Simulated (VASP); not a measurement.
**Fe: single point with PBE**

The system is Fe.

```
Fe
1.0
    -1.41578    1.41578    1.41578
     1.41578   -1.41578    1.41578
     1.41578    1.41578   -1.41578
Fe
1
Cartesian
  0.0000 0.0000 0.0000
```

The cell was built from a structure type or drawn by symmetry, and may not be a known phase.

| Item | Value |
| --- | --- |
| Program | VASP 6.6.1 |
| Task | single point |
| Functional | PBE |
| Potentials or basis | VASP PAW PBE potentials, release 64 (Fe) |
| Cutoff | 520 eV |
| k mesh | 28 × 28 × 28 |
| Occupations | gaussian, width 0.1 eV |
| Spin | collinear spin, ferromagnetic start |
| Starting moments | [2.48] μB |
| Dipole correction | no |
| Further INCAR settings | ALGO = Fast; EDIFF = 1e-06; NBANDS = 14 |

```json
{
 "Pressure": "0.0 GPa",
 "Net moment": "2.19 μB per cell",
 "Site moments": "Fe +2.19 μB",
 "Valence electrons inside the program's atomic spheres": "Fe 7.27"
}
```

Levels at points of the mesh, in eV from the Fermi level:
Spin up:
| k point | band 3 | band 4 | band 5 | band 6 | band 7 | band 8 |
| --- | --- | --- | --- | --- | --- | --- |
| (0.00, 0.00, 0.00) | -2.30 | -2.30 | -1.09 | -1.09 | 25.03 | 25.03 |
| (0.50, 0.00, 0.00) | -1.02 | -0.90 | 0.39 | 0.52 | 7.36 | 18.37 |
| (0.50, 0.50, 0.50) | 0.12 | 0.12 | 0.12 | 9.94 | 9.94 | 9.94 |
Spin down:
| k point | band 1 | band 2 | band 3 | band 4 | band 5 | band 6 | band 7 |
| --- | --- | --- | --- | --- | --- | --- | --- |
| (0.00, 0.00, 0.00) | -8.27 | -0.40 | -0.40 | -0.40 | 1.66 | 1.66 | 24.78 |
| (0.50, 0.00, 0.00) | -3.65 | -1.68 | 0.63 | 1.51 | 1.92 | 2.60 | 8.73 |
| (0.50, 0.50, 0.50) | -3.03 | -3.03 | 2.30 | 2.30 | 2.30 | 10.21 | 10.21 |

Run time: 4.8 min on 1 thread of Intel(R) Xeon(R) Platinum 8259CL CPU @ 2.50GHz (Skylake/Cascade Lake) (shared host), peak memory 0.25 GiB.
